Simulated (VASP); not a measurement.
# Mg (P6_3/mmc) in VASP: notebook

Runs on Mg. Level: revPBE. Tasks: single point.

Program: VASP 6.6.1. These are calculated values, not measurements. Logs are shortened: lines on timing, memory, paths and dates and some standing lists are left out, and cuts for length are marked.

**1. The cell of the first run**

Symmetry: P6_3/mmc, No. 194, hexagonal system. The conventional cell has a = 3.091 Å, b = 3.091 Å, c = 10.054 Å, α = 90.00°, β = 90.00°, γ = 120.00°. Within 4.1 Å of Mg (site symmetry -3m) lie 12 Mg at 3.08 to 3.09 Å. Mg (site symmetry -6m2) has 12 Mg at 3.08 to 3.09 Å within 4.1 Å.

**2. Single point, revPBE (volume scaled by 0.88)**

INCAR reads:

```
SYSTEM = Mg
ALGO     = Normal         ! electronic algorithm
EDIFF    = 1E-6           ! SCF threshold, eV
ENCUT    = 520            ! plane-wave cutoff, eV
GGA      = RE             ! functional
ISIF     = 2              ! what is computed and relaxed
ISMEAR   = -1             ! smearing method
LASPH    = .TRUE.         ! aspherical terms in the spheres
LCHARG   = .FALSE.        ! write CHGCAR
LREAL    = .FALSE.        ! projectors in reciprocal space
LWAVE    = .FALSE.        ! write WAVECAR
NBANDS   = 12             ! bands
NELM     = 60             ! most SCF steps
PREC     = Accurate       ! precision mode
SIGMA    = 0.1            ! smearing width, eV
```

KPOINTS reads:

```
k-points
0
G
  13 13 4
  0 0 0
```

POSCAR reads:

```
Mg
1.0
    3.0906566885      0.0000000000      0.0000000000
   -1.5453283442      2.6765872066      0.0000000000
    0.0000000000      0.0000000000     10.0539410666
Mg
4
Direct
    1.0000000000      0.0000000000      1.0000000000
    1.0000000000      1.0000000000      0.5000000000
    0.3333333333      0.6666666667      0.2500000000
    0.6666666667      0.3333333333      0.7500000000
```

Potentials or basis: VASP PAW PBE potentials, release 64 (Mg).

Started as:

```console
$ cat potpaw_PBE.64/Mg/POTCAR > POTCAR
$ mpirun -np 1 vasp_std > vasp.out
```

OUTCAR:

```text
SYSTEM = Mg
   EDIFF = 1E-6
   ENCUT = 520
   GGA = RE
   ISIF = 2
   ISMEAR = -1
   LASPH = .TRUE.
   LREAL = .FALSE.
   NELM = 60
   PREC = Accurate

 ion  position               nearest neighbor table
   1  0.000  0.000  0.000-   3 3.08   4 3.08   3 3.08   4 3.08   4 3.08   3 3.08
   2  0.000  0.000  0.500-   3 3.08   4 3.08   3 3.08   4 3.08   4 3.08   3 3.08
   3  0.333  0.667  0.250-   1 3.08   2 3.08   1 3.08   2 3.08   1 3.08   2 3.08
   4  0.667  0.333  0.750-   1 3.08   2 3.08   1 3.08   2 3.08   1 3.08   2 3.08

  LATTYP: Found a hexagonal cell.
 ALAT       =     3.0906566885
 C/A-ratio  =     3.2530112788

  Lattice vectors:

 A1 = (   3.0906566885,   0.0000000000,   0.0000000000)
 A2 = (  -1.5453283442,   2.6765872066,   0.0000000000)
 A3 = (   0.0000000000,   0.0000000000,  10.0539410666)

Analysis of symmetry for initial positions (statically):
=====================================================================
 Subroutine PRICEL returns:
 Original cell was already a primitive cell.

 Routine SETGRP: Setting up the symmetry group for a
 hexagonal supercell.

 Subroutine GETGRP returns: Found 24 space group operations
 (whereof 12 operations were pure point group operations)
 out of a pool of 24 trial point group operations.

The static configuration has the point symmetry D_3d.
 The point group associated with its full space group is D_6h.

Analysis of symmetry for dynamics (positions and initial velocities):
=====================================================================
 Subroutine PRICEL returns:
 Original cell was already a primitive cell.

 Routine SETGRP: Setting up the symmetry group for a
 hexagonal supercell.

 Subroutine GETGRP returns: Found 24 space group operations
 (whereof 12 operations were pure point group operations)
 out of a pool of 24 trial point group operations.

The dynamic configuration has the point symmetry D_3d.
 The point group associated with its full space group is D_6h.

 Subroutine INISYM returns: Found 24 space group operations
 (whereof 12 operations are pure point group operations),
 and found     1 'primitive' translations

----------------------------------------------------------------------------------------

                                     Primitive cell

  volume of cell :      83.1703

  direct lattice vectors                    reciprocal lattice vectors
     3.090656689  0.000000000  0.000000000     0.323555833  0.186805047  0.000000000
    -1.545328344  2.676587207  0.000000000     0.000000000  0.373610095  0.000000000
     0.000000000  0.000000000 10.053941067     0.000000000  0.000000000  0.099463483

  length of vectors
     3.090656689  3.090656688 10.053941067     0.373610095  0.373610095  0.099463483

  position of ions in fractional coordinates (direct lattice)
     0.000000000  0.000000000  0.000000000
     0.000000000  0.000000000  0.500000000
     0.333333333  0.666666667  0.250000000
     0.666666667  0.333333333  0.750000000

  ion indices of the primitive-cell ions
   primitive index   ion index
                 1           1
                 2           2
                 3           3
                 4           4

----------------------------------------------------------------------------------------

 KPOINTS: k-points

Automatic generation of k-mesh.
 Grid dimensions read from file:
 generate k-points for:   13   13    4

 Generating k-lattice:

  Cartesian coordinates                     Fractional coordinates (reciprocal lattice)
     0.024888910  0.014369619  0.000000000     0.076923077 -0.000000000  0.000000000
     0.000000000  0.028739238  0.000000000     0.000000000  0.076923077  0.000000000
     0.000000000  0.000000000  0.024865871     0.000000000  0.000000000  0.250000000

  Length of vectors
     0.028739238  0.028739238  0.024865871

  Shift w.r.t. Gamma in fractional coordinates (k-lattice)
     0.000000000  0.000000000  0.000000000

 Subroutine IBZKPT returns following result:
 ===========================================

 Found     63 irreducible k-points:

 Following reciprocal coordinates:
            Coordinates               Weight
  0.000000  0.000000  0.000000      1.000000
  0.076923  0.000000  0.000000      6.000000
  0.153846 -0.000000  0.000000      6.000000
  0.230769  0.000000  0.000000      6.000000
  0.307692 -0.000000  0.000000      6.000000
  0.384615 -0.000000  0.000000      6.000000
[... 16 lines left out ...]
  0.076923  0.000000  0.250000     12.000000
  0.153846 -0.000000  0.250000     12.000000
 [... further k-points ...]
   k-points           NKPTS =     63   k-points in BZ     NKDIM =     63   number of bands    NBANDS=     12
   number of dos      NEDOS =    301   number of ions     NIONS =      4
   total plane-waves  NPLWV =  46080
   dimension x,y,z NGX =    24 NGY =   24 NGZ =   80
   dimension x,y,z NGXF=    48 NGYF=   48 NGZF=  160
   ions per type =               4
   NGX,Y,Z   is equivalent  to a cutoff of  12.91, 12.91, 13.23 a.u.
   NGXF,Y,Z  is equivalent  to a cutoff of  25.82, 25.82, 26.46 a.u.
 SYSTEM =  Mg
   PREC   = accura    normal or accurate (medium, high low for compatibility)
   ISTART =      0    job   : 0-new  1-cont  2-samecut
   ICHARG =      2    charge: 1-file 2-atom 10-const
   ISPIN  =      1    spin polarized calculation?
   LNONCOLLINEAR =      F non collinear calculations
   LSORBIT =      F    spin-orbit coupling
   LASPH  =      T    aspherical Exc in radial PAW
   ENCUT  =  520.0 eV  38.22 Ry    6.18 a.u.   5.75  5.75 18.69*2*pi/ulx,y,z
   NELM   =     60;   NELMIN=  2; NELMDL= -5     # of ELM steps
   EDIFF  = 0.1E-05   stopping-criterion for ELM
   LREAL  =      F    real-space projection
   EDIFFG = 0.1E-04   stopping-criterion for IOM
   NSW    =      0    number of steps for IOM
   IBRION =     -1    ionic relax: 0-MD 1-quasi-New 2-CG
   NFREE  =      0    steps in history (QN), initial steepest desc. (CG)
   ISIF   =      2    stress and relaxation
   ISYM   =      2    0-nonsym 1-usesym 2-fastsym
   POTIM  = 0.5000    time-step for ionic-motion
   TEBEG  =    0.0;   TEEND  =   0.0 temperature during run
   PSTRESS=    0.0 pullay stress
   NELECT =       8.0000    total number of electrons
   NUPDOWN=      -1.0000    fix difference up-down
   EMIN   =  10.00;   EMAX   =-10.00  energy-range for DOS
   EFERMI =   0.00;   METHOD = LEGACY
   ISMEAR =    -1;   SIGMA  =   0.10  broadening in eV -4-tet -1-fermi 0-gaus
   EFERMI_NEDOS =   21; number of points for ismear=-14 and -15
   IALGO  =     38    algorithm
   IMIX   =      4    mixing-type and parameters
     AMIX     =   0.40;   BMIX     =  1.00
     AMIX_MAG =   1.60;   BMIX_MAG =  1.00
  volume/ion in A,a.u.               =      20.79       140.32
  Fermi-wavevector in a.u.,A,eV,Ry     =   0.750093  1.417471  7.655183  0.562640
  Thomas-Fermi vector in A             =   1.846765
   LORBIT       =      0    0 simple, 1 ext, 2 COOP (PROOUT), +10 PAW based schemes
   GGA     = RE    functional components
   LHFCALC =     F    Hartree Fock is set to
   AEXX    =    0.0000 exact exchange contribution
   IVDW    =     0    specifies the selected vdW correction
   LEPSILON=     F    determine dielectric tensor
   LRPA    =     F    only Hartree local field effects (RPA)
 non-spin polarized calculation
  energy-cutoff  :      520.00
  volume of cell :       83.17
 maximum number of plane-waves:      2254
 NGX is ok and might be reduce to    24
   NGX = 11   NGY = 11   NGZ = 37

 number of electron       8.0000000 magnetization

 Free energy of the ion-electron system (eV)
  ---------------------------------------------------
  ext. energy  EPLUGINS =         0.00000000
  ---------------------------------------------------
  free energy    TOTEN  =        -5.26580047 eV

  energy without entropy =       -5.20081927  energy(sigma->0) =       -5.23330987

 E-fermi :   3.3077     XC(G=0):  -8.7183

 val. band max:        3.2763049133   @ k =   0.4615   0.0000   0.0000
 cond. band min:       3.3239508458   @ k =   0.4615   0.0000   0.0000
 fundamental gap:      0.0476459324
 Fermi energy:         3.3076870135

 k-point     1 :       0.0000    0.0000    0.0000
  band No.  band energies     occupation
      1      -4.1075      2.00000
      2      -2.6282      2.00000
      3      -2.6248      2.00000
      4       1.3805      2.00000
      5       2.0312      1.99999
      6       8.5652      0.00000
      7       8.5756      0.00000
      8      14.8633      0.00000
      9      14.8633      0.00000
     10      15.0486      0.00000
     11      15.0486      0.00000
     12      15.6067      0.00000

 k-point     2 :       0.0769    0.0000    0.0000
  band No.  band energies     occupation
      1      -3.9829      2.00000
      2      -2.5057      2.00000
      3      -2.5023      2.00000
      4       1.4931      2.00000
      5       2.1509      1.99998
      6       8.6534      0.00000
      7       8.6707      0.00000
      8      12.7782      0.00000
      9      13.7724      0.00000
     10      13.7789      0.00000
     11      13.8722      0.00000
     12      14.7917      0.00000

 k-point     3 :       0.1538   -0.0000    0.0000
  band No.  band energies     occupation
      1      -3.6101      2.00000
      2      -2.1393      2.00000
      3      -2.1360      2.00000
      4       1.8314      2.00000
      5       2.5050      1.99935
      6       8.8360      0.00000
      7       8.9236      0.00000
      8      10.4086      0.00000
      9      11.4331      0.00000
     10      11.5380      0.00000
     11      12.7693      0.00000
     12      13.4748      0.00000
[... 286 lines left out ...]
 k-point    23 :       0.0769    0.0000    0.2500
  band No.  band energies     occupation
      1      -3.8897      2.00000
      2      -3.1479      2.00000
      3      -1.6835      2.00000
      4       0.4547      2.00000
      5       3.3473      0.80428
      6       6.7466      0.00000
      7      10.6847      0.00000
      8      12.8582      0.00000
      9      13.3456      0.00000
     10      13.8517      0.00000
     11      14.3183      0.00000
     12      14.4279      0.00000

 k-point    24 :       0.1538   -0.0000    0.2500
  band No.  band energies     occupation
      1      -3.5173      2.00000
      2      -2.7787      2.00000
      3      -1.3208      2.00000
      4       0.8060      2.00000
      5       3.6855      0.04471
      6       7.0402      0.00000
      7      10.1807      0.00000
      8      10.8661      0.00000
      9      11.1931      0.00000
     10      12.1473      0.00000
     11      12.8449      0.00000
     12      13.3166      0.00000

 [... further k-points ...]
[... 5 lines left out ...]
  --------------------------------------------------------------------------------------
  -------------------------------------------------------------------------------------
  Total        2.8900512      2.8900512      2.7992041      0.0000000      0.0000000      0.0000000
  in kB       55.6733835     55.6733835     53.9233224      0.0000000      0.0000000      0.0000000
  external PRESSURE =      55.0900298 kB  Pullay stress =       0.0000000 kB

 VOLUME and BASIS-vectors are now :
 -----------------------------------------------------------------------------
  energy-cutoff  :      520.00
  volume of cell :       83.17
      direct lattice vectors                 reciprocal lattice vectors
     3.090656689  0.000000000  0.000000000     0.323555833  0.186805047  0.000000000
    -1.545328344  2.676587207  0.000000000     0.000000000  0.373610095  0.000000000
     0.000000000  0.000000000 10.053941067     0.000000000  0.000000000  0.099463483

 POSITION                                       TOTAL-FORCE (eV/Angst)
 -----------------------------------------------------------------------------------
      0.00000      0.00000      0.00000        -0.000000     -0.000000     -0.000000
      0.00000      0.00000      5.02697        -0.000000     -0.000000     -0.000000
     -0.00000      1.78439      2.51349        -0.000000     -0.000000      0.000000
      1.54533      0.89220      7.54046         0.000000      0.000000      0.000000
 -----------------------------------------------------------------------------------
    total drift:                                0.000000     -0.000000      0.000000

  FREE ENERGIE OF THE ION-ELECTRON SYSTEM (eV)
  ---------------------------------------------------
  free  energy   TOTEN  =        -5.2658004713 eV

  energy  without entropy=       -5.2008192679  energy(sigma->0) =       -5.23330987
```

Run time: 17 s. Hardware: 1 thread of Intel Xeon 6975P-C (Granite Rapids), shared host; peak memory 0.21 GiB.

What came out:

```yaml
Free_energy: -5.2658 eV
Pressure: 5.5 GPa
Band_gap_on_the_k_mesh: zero (band 4 reaches 4.42 eV, above the bottom of band 5 at 2.03 eV)
```

Stress tensor (GPa, compression positive):
```
5.57 0.00 0.00
0.00 5.57 0.00
0.00 0.00 5.39
```

Levels at points of the mesh, in eV from the Fermi level:
| k point | band 1 | band 2 | band 3 | band 4 | band 5 | band 6 | band 7 | band 8 |
| --- | --- | --- | --- | --- | --- | --- | --- | --- |
| (0.00, 0.00, 0.00) | -7.42 | -5.94 | -5.93 | -1.93 | -1.28 | 5.26 | 5.27 | 11.56 |
| (0.00, 0.00, 0.50) | -7.04 | -7.04 | -4.12 | -4.12 | 1.55 | 1.55 | 9.45 | 9.45 |

Caveat: the PAW data sets were made with another functional, which shifts forces and pressure a little.

**3. Single point, revPBE (volume scaled by 0.92)**

INCAR reads:

```
SYSTEM = Mg
PREC     = Accurate       ! precision mode
ENCUT    = 520            ! plane-wave cutoff, eV
EDIFF    = 1E-7           ! SCF threshold, eV
ISMEAR   = -1             ! smearing method
SIGMA    = 0.1            ! smearing width, eV
LREAL    = .FALSE.        ! projectors in reciprocal space
LASPH    = .TRUE.         ! aspherical terms in the spheres
NELM     = 60             ! most SCF steps
ALGO     = Normal         ! electronic algorithm
ISIF     = 2              ! what is computed and relaxed
LWAVE    = .FALSE.        ! write WAVECAR
LCHARG   = .FALSE.        ! write CHGCAR
GGA      = RE             ! functional
NBANDS   = 12             ! bands
```

KPOINTS reads:

```
Automatic mesh
0
G
  13 13 4
  0 0 0
```

POSCAR reads:

```
Mg
1.0
    3.1367926946      0.0000000000      0.0000000000
   -1.5683963473      2.7165421599      0.0000000000
    0.0000000000      0.0000000000     10.2040220149
Mg
4
Direct
    1.0000000000      0.0000000000      1.0000000000
    1.0000000000      1.0000000000      0.5000000000
    0.3333333333      0.6666666667      0.2500000000
    0.6666666667      0.3333333333      0.7500000000
```

Potentials or basis: VASP PAW PBE potentials, release 64 (Mg).

Started as:

```console
$ cat potpaw_PBE.64/Mg/POTCAR > POTCAR
$ mpirun -np 1 vasp_std > vasp.out
```

It took 18 s on 1 thread of Intel Xeon 6975P-C (Granite Rapids), shared host; peak memory 0.22 GiB.

The run converged. Its results:

| Property | Result |
| --- | --- |
| Free energy | -5.3683 eV |
| Pressure | 3.3 GPa |
| Band gap on the k mesh | zero (band 4 reaches 4.17 eV, above the bottom of band 5 at 1.78 eV) |

Stress tensor (GPa, compression positive):
```
3.29 0.00 0.00
0.00 3.29 0.00
0.00 0.00 3.17
```

Levels at points of the mesh, in eV from the Fermi level:
```tsv
k point	band 1	band 2	band 3	band 4	band 5	band 6	band 7	band 8
(0.00, 0.00, 0.00)	-7.21	-5.78	-5.78	-1.85	-1.28	5.12	5.13	11.28
(0.00, 0.00, 0.50)	-6.85	-6.85	-4.01	-4.01	1.50	1.50	9.22	9.22
```

Caveat: the PAW data sets were made with another functional, which shifts forces and pressure a little.

**4. Single point, revPBE (volume scaled by 0.96)**

INCAR reads:

```
ALGO = Normal
EDIFF = 1E-7
ENCUT = 520
GGA = RE
ISIF = 2
ISMEAR = -1
LASPH = True
LCHARG = False
LREAL = False
LWAVE = False
NBANDS = 12
NELM = 80
PREC = Accurate
SIGMA = 0.1
```

KPOINTS reads:

```
k-points
0
Gamma
  13 13 4
```

POSCAR reads:

```
Mg
1.0
    3.1816100739      0.0000000000      0.0000000000
   -1.5908050369      2.7553551489      0.0000000000
    0.0000000000      0.0000000000     10.3498134552
Mg
4
Direct
    1.0000000000      0.0000000000      1.0000000000
    1.0000000000      1.0000000000      0.5000000000
    0.3333333333      0.6666666667      0.2500000000
    0.6666666667      0.3333333333      0.7500000000
```

Started as:

```console
$ cat potpaw_PBE.64/Mg/POTCAR > POTCAR
$ mpirun -np 1 vasp_std > vasp.out
```

Run time: 17 s. Hardware: 1 thread of Intel Xeon 6975P-C (Granite Rapids), shared host; peak memory 0.22 GiB.

It converged, with:

* Free energy: -5.4227 eV
* Pressure: 1.4 GPa
* Band gap on the k mesh: zero (band 4 reaches 3.94 eV, above the bottom of band 5 at 1.55 eV)

Levels at points of the mesh, in eV from the Fermi level:
```tsv
k point	band 1	band 2	band 3	band 4	band 5	band 6	band 7	band 8
(0.00, 0.00, 0.00)	-7.03	-5.63	-5.63	-1.78	-1.28	4.99	5.00	11.02
(0.00, 0.00, 0.50)	-6.67	-6.67	-3.91	-3.91	1.46	1.46	9.00	9.00
```

Caveat: the PAW data sets were made with another functional, which shifts forces and pressure a little.

**5. The runs side by side**

| cell | gap on the mesh (eV) | pressure (GPa) |
| --- | --- | --- |
| a = 3.091, b = 3.091, c = 10.054 Å, angles 90.0, 90.0, 120.0°, 4 atoms | none | 5.5 |
| a = 3.137, b = 3.137, c = 10.204 Å, angles 90.0, 90.0, 120.0°, 4 atoms | none | 3.3 |
| a = 3.182, b = 3.182, c = 10.350 Å, angles 90.0, 90.0, 120.0°, 4 atoms | none | 1.4 |

Alike in all rows: task single point; level revPBE; potentials or basis VASP PAW PBE potentials, release 64 (Mg); no spin polarisation; k mesh 13 × 13 × 4; cutoff (eV) 520; smearing fermi-dirac 0.1 eV.

Caveats: the PAW data sets were made with another functional, which shifts forces and pressure a little.

Absolute energies hang on the potentials; compare differences alone.
